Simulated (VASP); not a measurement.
# CdSe: relaxation of the atoms with LDA

System: CdSe, a slab with vacuum.

```xyz
4
Lattice="4.3420 0.0000 0.0000 2.1710 3.7603 0.0000 0.0000 0.0000 16.4316" Properties=species:S:1:pos:R:3 pbc="T T T"
Cd    0.0000    0.0000    6.0000
Cd    4.3420    2.5069    9.5452
Se    4.3420    2.5069    6.8863
Se    2.1710    1.2534   10.4316
```

| Quantity | Value |
| --- | --- |
| Program | VASP 6.6.1 |
| Task | relaxation of the atoms |
| Functional | LDA |
| Potentials or basis | VASP PAW LDA potentials, release 64 (Cd, Se) |
| Cutoff | 520 eV |
| k mesh | 6 × 6 × 1 |
| Occupations | fermi-dirac, width 0.05 eV |
| Spin | no spin polarisation |
| Dipole correction | yes |
| Atoms held fixed (from 0) | [0, 2] |
| Further INCAR settings | ALGO = Normal; EDIFF = 1e-06; IBRION = 2; EDIFFG = -0.03; NSW = 50 |

```
Energy gained by relaxing : 36.9 meV/atom
Ionic steps               : 11
Band gap on the k mesh    : 0.40 eV
```

The path:
```csv
step,energy change (eV),largest force on free atoms (eV/Å),pressure (GPa)
1,0.0000,0.9858,-1.53
2,-0.0652,0.6788,-1.44
3,-0.1413,0.1530,-1.19
4,-0.1446,0.0773,-1.14
5,-0.1449,0.0547,-1.12
6,-0.1448,0.0500,-1.12
7,-0.1452,0.0504,-1.11
8,-0.1461,0.0450,-1.08
9,-0.1472,0.0302,-1.04
10,-0.1467,0.0395,-0.94
11,-0.1475,0.0160,-1.00
```

Final structure:
```
Cd Se
1.0
     4.34202    0.00000    0.00000
     2.17101    3.76030    0.00000
     0.00000    0.00000   16.43155
Cd Se
2 2
Direct
  0.00000 0.00000 0.36515
  0.66667 0.66667 0.59062
  0.66667 0.66667 0.41909
  0.33333 0.33333 0.62117
```

Levels at points of the mesh, in eV from the valence-band top:
```
           k point  band 16  band 17  band 18  band 19  band 20  band 21
(0.00, 0.00, 0.00)    -1.33     0.00     0.00     0.40     1.77     2.29
(0.50, 0.00, 0.00)    -2.19    -1.19    -0.50     1.07     2.57     3.43
```

Wall time 2.6 min on 1 thread of Intel(R) Xeon(R) Platinum 8488C (Sapphire Rapids), with other jobs on the host, peak memory 0.29 GiB.
